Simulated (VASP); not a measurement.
Here is a VASP 6.6.1 calculation.

Contents of INCAR:

```
SYSTEM = GaSb
  PREC = Accurate
  ENCUT = 600
  EDIFF = 1E-6
  ISMEAR = -1
  SIGMA = 0.1
  LREAL = .FALSE.
  LASPH = .TRUE.
  NELM = 60
  ALGO = Normal
  ISIF = 3
  LWAVE = .FALSE.
  LCHARG = .FALSE.
  IBRION = 2
  NSW = 60
  EDIFFG = -0.005
```

KPOINTS

```
regular mesh
0
G
  11 11 11
  0 0 0
```

The input POSCAR:

```
GaSb
1.0
    0.0000000000      3.1072325060      3.1072325060
    3.1072325060      0.0000000000      3.1072325060
    3.1072325060      3.1072325060      0.0000000000
Ga Sb
1 1
Direct
    0.0000000000      0.0000000000      0.0000000000
    0.2500000000      0.2500000000      0.2500000000
```

Potentials or basis: VASP PAW LDA potentials, release 64 (Ga_d, Sb).

Launch:

```sh
$ cat potpaw_LDA.64/Ga_d/POTCAR potpaw_LDA.64/Sb/POTCAR > POTCAR
$ mpirun -np 1 vasp_std > vasp.out
```

(1) Estimate the relaxed volume.

(2) Predict the space group after relaxing (to 0.05 Å).

(3) What does it give for the relaxed cell?

Answers

(1) 27.77 Å³/atom.

(2) F-43m (No. 216).

(3) a = 4.283 Å, b = 4.283 Å, c = 4.283 Å, α = 60.00°, β = 60.00°, γ = 60.00°.
